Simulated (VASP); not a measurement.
A run of VASP 6.6.1 is set up as follows.

The input INCAR:

```
SYSTEM = Ge
PREC = Accurate ; ENCUT = 520
EDIFF = 1E-6 ; ISMEAR = 0
SIGMA = 0.1 ; LREAL = .False.
LASPH = .True. ; NELM = 60
ALGO = Normal ; ISIF = 2
LWAVE = .False. ; LCHARG = .True.
LDIPOL = .True. ; IDIPOL = 3
DIPOL = 0.5 0.5 0.500 ; GGA = PE
LELF = .True. ; LVHAR = .True.
LVACPOTAV = .True. ; NBANDS = 21
```

Contents of KPOINTS:

```
Automatic mesh
0
Gamma
  12 12 1
  0 0 0
```

POSCAR

```
Ge
1.0
    4.0510000000      0.0000000000      0.0000000000
   -2.0255000000      3.5082689107      0.0000000000
    0.0000000000      0.0000000000     28.0000000000
Ge
2
Direct
    0.3333333333      0.6666666667      0.5129821429
    0.6666666667      0.3333333333      0.4870178571
```

Potentials or basis: VASP PAW PBE potentials, release 64 (Ge_d).

Launch:

```console
$ cat potpaw_PBE.64/Ge_d/POTCAR > POTCAR
$ mpirun -np 1 vasp_std > vasp.out
```

What does it give for the largest force?

0.200 eV/Å.

Predict the band gap on the k mesh.

zero (filled and empty bands touch).

Forces on the atoms (eV/Å):
```
Ge   0.000  0.000 -0.200
Ge   0.000  0.000  0.200
```
